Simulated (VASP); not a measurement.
The system is Ni.

```
CELL_PARAMETERS angstrom
0.00000 1.73757 1.73757
1.73757 0.00000 1.73757
1.73757 1.73757 0.00000
ATOMIC_POSITIONS crystal
Ni 0.00000 0.00000 0.00000
```

- Program: VASP 6.6.1
- Task: relaxation of cell and atoms
- Functional: BLYP
- Potentials or basis: VASP PAW PBE potentials, release 64 (Ni)
- Cutoff: 600 eV
- k mesh: 13 × 13 × 13
- Occupations: fermi-dirac, width 0.05 eV
- Spin: collinear spin, ferromagnetic start
- Starting moments: [1.0] μB

At the start: pressure 18.1 GPa; volume 10.49 Å³/atom.

Task: Where does the relaxation end?

Result: Over 5 steps the energy falls by 49.3 meV/atom and the volume is 11.43 Å³/atom (+9.0 %); space group Fm-3m (No. 225, to 0.05 Å); moment 0.62 μB per cell.

The path:
```tsv
step	energy change (eV)	largest force (eV/Å)	pressure (GPa)	volume (Å³)
1	0.0000	0.0000	18.11	10.49
2	-0.0138	0.0000	-11.01	12.40
3	-0.0493	0.0000	-0.17	11.45
4	-0.0493	0.0000	0.13	11.43
5	-0.0493	0.0000	0.04	11.43
```

Final structure:
```
CELL_PARAMETERS angstrom
0.00000 1.78807 1.78807
1.78807 0.00000 1.78807
1.78807 1.78807 0.00000
ATOMIC_POSITIONS crystal
Ni 0.00000 0.00000 0.00000
```

Caveat: the PAW data sets were made with another functional, which shifts forces and pressure a little.
